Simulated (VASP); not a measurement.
Write the native input for VASP 6.6.1 that does the following.

```yaml
Task: relaxation of cell and atoms
Functional: PBE
Potentials_or_basis: VASP PAW PBE potentials, release 64 (W_sv)
Cutoff: 600 eV
k_mesh: 16 × 16 × 9
Occupations: fermi-dirac, width 0.08 eV
Spin: no spin polarisation
Target_pressure: 49 GPa
Dipole_correction: no
Further_INCAR_settings: ALGO = Normal; EDIFF = 1e-06; IBRION = 2; EDIFFG = -0.005; NSW = 60; ISIF = 3
```

The structure of W lies in POSCAR:

```
W
1.0
    2.7382630117      0.0000000000      0.0000000000
   -1.3691315058      2.3714053304      0.0000000000
    0.0000000000      0.0000000000      4.4359860789
W
2
Direct
    0.3333333333      0.6666666667      0.2500000000
    0.6666666667      0.3333333333      0.7500000000
```

This isn't the form of W at room conditions, which is bcc.

One way to write it, as run:

INCAR

```
SYSTEM = W
PREC = Accurate ; ENCUT = 600
EDIFF = 1E-6 ; ISMEAR = -1
SIGMA = 0.08 ; LREAL = .False.
LASPH = .True. ; NELM = 80
ALGO = Normal ; ISIF = 3
LWAVE = .False. ; LCHARG = .False.
GGA = PE ; IBRION = 2
NSW = 60 ; EDIFFG = -0.005
PSTRESS = 490.0
```

KPOINTS

```
regular mesh
0
Gamma
  16 16 9
  0 0 0
```

Potentials or basis: VASP PAW PBE potentials, release 64 (W_sv).

The run is started by

```sh
$ cat potpaw_PBE.64/W_sv/POTCAR > POTCAR
$ mpirun -np 1 vasp_std > vasp.out
```

It gave:

| Property | Result |
| --- | --- |
| Relaxed volume | 14.48 Å³/atom |
| Relaxed cell | a = 2.675 Å, b = 2.675 Å, c = 4.671 Å, α = 90.00°, β = 90.00°, γ = 120.00° |
| Space group after relaxing (to 0.1 Å) | P6_3/mmc (No. 194) |
| Energy change on relaxing (the run minimises the enthalpy) | -68.6 meV/atom |
| Ionic steps | 15 |
| Pressure after relaxing | 49.0 GPa |
| Band gap on the k mesh | zero (bands 14 and 15 overlap by 1.90 eV) |

Caveat: the cell is relaxed towards a set pressure, so the run minimises the enthalpy, not the energy; spin-orbit coupling is left out, which moves the levels of the heavy elements.

Run time: 12 min on 1 thread of Intel Xeon 8259CL, on a shared host, peak memory 0.23 GiB.
